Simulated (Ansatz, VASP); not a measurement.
**KF in VASP and in Ansatz**

```
CELL_PARAMETERS angstrom
0.00000 2.67185 2.67185
2.67185 0.00000 2.67185
2.67185 2.67185 0.00000
ATOMIC_POSITIONS crystal
K 0.00582 0.98616 0.00455
F 0.50055 0.48674 0.51722
```

Change from the starting cell: atoms moved at random, drawn with an rms of 0.05 Å.

Alike in both runs: task single point; functional PBEsol; k mesh 9 × 9 × 9; occupations fermi-dirac, width 0.05 eV; no spin polarisation.

```csv
,VASP,Ansatz
version,VASP 6.6.1,Ansatz 0.2.0
potentials or method,"VASP PAW PBE potentials, release 64 (K_sv, F)",Ansatz PAW
plane-wave cutoff (eV),520,420
valence electrons in the cell,16,16
```

VASP gave:

| Quantity | Value |
| --- | --- |
| gap on the k mesh at the Fermi level (eV) | 6.03 |
| least direct gap on the mesh (eV) | 6.03 |
| pressure (GPa) | -0.6 |
| rms of the force components (eV/Å) | 0.035 |

**Question.** What did Ansatz give for the same quantities?

**Answer.** gap on the k mesh at the Fermi level (eV): 6.05; least direct gap on the mesh (eV): 6.05; pressure (GPa): -0.6; rms of the force components (eV/Å): 0.033.

VASP's potentials were made for PBE, not for PBEsol. Atom by atom the forces differ by 0.002 eV/Å (rms over components).

Noted on Ansatz's run: odd divisions of the mesh miss points on the zone boundary, where band edges often lie, so the gap on the mesh can be too wide.
